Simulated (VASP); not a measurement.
Set up this calculation in VASP 6.6.1, as the native input.

```
Task                   : relaxation of cell and atoms
Functional             : PBE
Potentials or basis    : VASP PAW PBE potentials, release 64 (Sn_d, Te, O)
Cutoff                 : 600 eV
k mesh                 : 6 × 6 × 2
Occupations            : gaussian, width 0.1 eV
Spin                   : no spin polarisation
Dipole correction      : no
Further INCAR settings : ALGO = Normal; EDIFF = 1e-06; IBRION = 2; EDIFFG = -0.04; NSW = 90; ISIF = 3
```

The structure of Sn2TeO2 lies in POSCAR:

```
Sn2TeO2
1.0
    4.4669176900      0.0000000000      0.0000000000
   -2.2334588400      3.8684642000      0.0000000000
    0.0000000000      0.0000000000      7.4872184400
Sn Te O
2 1 2
Direct
    0.3333333300      0.6666666700      0.2599999900
    0.6666666700      0.3333333300      0.7400000100
    0.0000000000      0.0000000000      0.0000000000
    0.3333333300      0.6666666700      0.6200000000
    0.6666666700      0.3333333300      0.3800000000
```

These files were run (other wordings do the same):

INCAR

```
  PREC = Accurate
  ENCUT = 600
  EDIFF = 1E-6
  ISMEAR = 0
  SIGMA = 0.1
  LREAL = F
  LASPH = T
  NELM = 60
  ALGO = Normal
  ISIF = 3
  LWAVE = F
  LCHARG = F
  GGA = PE
  IBRION = 2
  NSW = 90
  EDIFFG = -0.04
```

KPOINTS

```
regular mesh
0
Gamma
  6 6 2
```

Potentials or basis: VASP PAW PBE potentials, release 64 (Sn_d, Te, O).

The run is started by

```console
$ cat potpaw_PBE.64/Sn_d/POTCAR potpaw_PBE.64/Te/POTCAR potpaw_PBE.64/O/POTCAR > POTCAR
$ mpirun -np 1 vasp_std > vasp.out
```

It gave:

* Relaxed volume: 19.50 Å³/atom
* Relaxed cell: a = 4.125 Å, b = 4.125 Å, c = 6.618 Å, α = 90.00°, β = 90.00°, γ = 120.00°
* Space group after relaxing (to 0.05 Å): P-3m1 (No. 164)
* Energy gained by relaxing: 574.5 meV/atom
* Ionic steps: 10
* Pressure after relaxing: -0.1 GPa
* Largest force after relaxing: 0.023 eV/Å
* Band gap on the k mesh: zero (band 23 reaches 7.25 eV, above the bottom of band 24 at 6.89 eV)

Caveat: the k points lie up to 0.47 Å⁻¹ apart in the final cell; the volume moved by over 15 % at a fixed basis, so the end points are rough; spin-orbit coupling is left out, which moves the levels of the heavy elements.

Wall time 7.7 min on 1 thread of Intel(R) Xeon(R) 6975P-C (Granite Rapids) (shared host), peak memory 0.3 GiB.
